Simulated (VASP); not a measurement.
A run of VASP 6.6.1 is set up as follows.

File INCAR:

```
SYSTEM = Pt3Pb
ALGO = Normal
EDIFF = 1E-6
ENCUT = 520
ISIF = 2
ISMEAR = -1
LASPH = .True.
LCHARG = .False.
LREAL = .False.
LWAVE = .False.
NBANDS = 30
NELM = 60
PREC = Accurate
SIGMA = 0.03
```

The input KPOINTS:

```
k-points
0
Gamma
  9 9 9
  0 0 0
```

Contents of POSCAR:

```
Pt3Pb
1.0
    4.0444279923      0.0000000000      0.0000000000
    0.0000000000      4.0444279923      0.0000000000
    0.0000000000      0.0000000000      4.0444279923
Pt Pb
3 1
Direct
    0.0000000000      0.5000000000      0.5000000000
    0.5000000000      0.0000000000      0.5000000000
    0.5000000000      0.5000000000      0.0000000000
    0.0000000000      0.0000000000      0.0000000000
```

Potentials or basis: VASP PAW LDA potentials, release 64 (Pt, Pb_d).

Run with:

```bash
$ cat potpaw_LDA.64/Pt/POTCAR potpaw_LDA.64/Pb_d/POTCAR > POTCAR
$ mpirun -np 1 vasp_std > vasp.out
```

Problem. What does it give for the pressure?

Solution. -0.1 GPa.

Problem. Estimate the band gap on the k mesh.

Solution. Zero (band 22 reaches 11.49 eV, above the bottom of band 23 at 11.11 eV).

Caveat: spin-orbit coupling is left out, which moves the levels of the heavy elements.
